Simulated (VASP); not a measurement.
Wanted: the native input for a VASP 6.6.1 run.

```yaml
Task: single point
Functional: RPBE
Dispersion: D4
Potentials_or_basis: VASP PAW PBE potentials, release 64 (Al, N)
Cutoff: 520 eV
k_mesh: 10 × 10 × 6
Occupations: fermi-dirac, width 0.05 eV
Spin: no spin polarisation
Dipole_correction: no
Further_INCAR_settings: ALGO = Normal; EDIFF = 1e-06; NBANDS = 16
```

The structure of AlN lies in POSCAR:

```
AlN
1.0
    3.0494515564      0.0000000000      0.0000000000
   -1.5247257782      2.6409025155      0.0000000000
    0.0000000000      0.0000000000      4.8793184075
Al N
2 2
Direct
    0.6666666667      0.3333333333      0.5000000000
    0.3333333333      0.6666666667      0.0000000000
    0.6666666667      0.3333333333      0.8800000000
    0.3333333333      0.6666666667      0.3800000000
```

One way to write it, as run:

INCAR

```
SYSTEM = AlN
ALGO = Normal ; EDIFF = 1E-6
ENCUT = 520 ; GGA = RP
ISIF = 2 ; ISMEAR = -1
IVDW = 13 ; LASPH = .True.
LCHARG = .True. ; LELF = .True.
LREAL = .False. ; LVHAR = .True.
LWAVE = .False. ; NBANDS = 16
NELM = 60 ; PREC = Accurate
SIGMA = 0.05
```

KPOINTS

```
k-points
0
Gamma
  10 10 6
  0 0 0
```

Potentials or basis: VASP PAW PBE potentials, release 64 (Al, N).

Run with:

```bash
$ cat potpaw_PBE.64/Al/POTCAR potpaw_PBE.64/N/POTCAR > POTCAR
$ mpirun -np 1 vasp_std > vasp.out
```

It gave:

```
Pressure                   : 9.2 GPa
Largest force              : 0.171 eV/Å
Band gap on the k mesh     : 4.82 eV
Dispersion energy per atom : -0.685 eV
```

Caveat: the cell stands under pressure; the PAW data sets were made with another functional, which shifts forces and pressure a little.

Wall time 42 s on 1 thread of Intel Xeon 8259CL (shared host), peak memory 0.16 GiB.
